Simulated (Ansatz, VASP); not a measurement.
## CsSe2N in VASP and in Ansatz

```
CELL_PARAMETERS angstrom
3.95731 0.00000 0.00000
-1.97866 3.42714 0.00000
0.00000 -2.28476 7.54330
ATOMIC_POSITIONS crystal
Se 0.23179 0.46358 0.69537
Se 0.76821 0.53642 0.30463
N 0.50000 0.00000 0.50000
Cs 0.00000 0.00000 0.00000
```

Alike in both runs: task relaxation of cell and atoms; functional LDA; k mesh 6 × 6 × 6; no spin polarisation.

|  | VASP | Ansatz |
| --- | --- | --- |
| version | VASP 6.6.1 | Ansatz 0.2.0 |
| potentials or method | VASP PAW LDA potentials, release 64 (Se, N, Cs_sv), cutoff 600 eV | PAW plane waves |
| occupations | methfessel-paxton of order 1, width 0.15 eV | cold, width 0.15 eV |
| valence electrons in the cell | 26 | 46 |

VASP gave:

```
gap on the k mesh at the Fermi level, each at its own relaxed structure (eV) : none
relaxed volume (Å³/atom)                                                     : 22.06
relaxed length of the cell vector where the two differ most in proportion (Å)              : 8.190
```

What did Ansatz give for the same quantities?

gap on the k mesh at the Fermi level, each at its own relaxed structure (eV): none; relaxed volume (Å³/atom): 21.95; relaxed length of the cell vector where the two differ most in proportion (Å): 8.176.

LDA's correlation is that of Perdew and Zunger in VASP and of Perdew and Wang (1992) in Ansatz. A gap of «none» marks a metal or a gap that the smearing closes. VASP's potentials hold 26 valence electrons a cell and Ansatz's 46, so a difference there can come from the potentials and not from the codes. Ansatz's warnings: structure snapped to symmetry.

Spin-orbit coupling is off throughout.
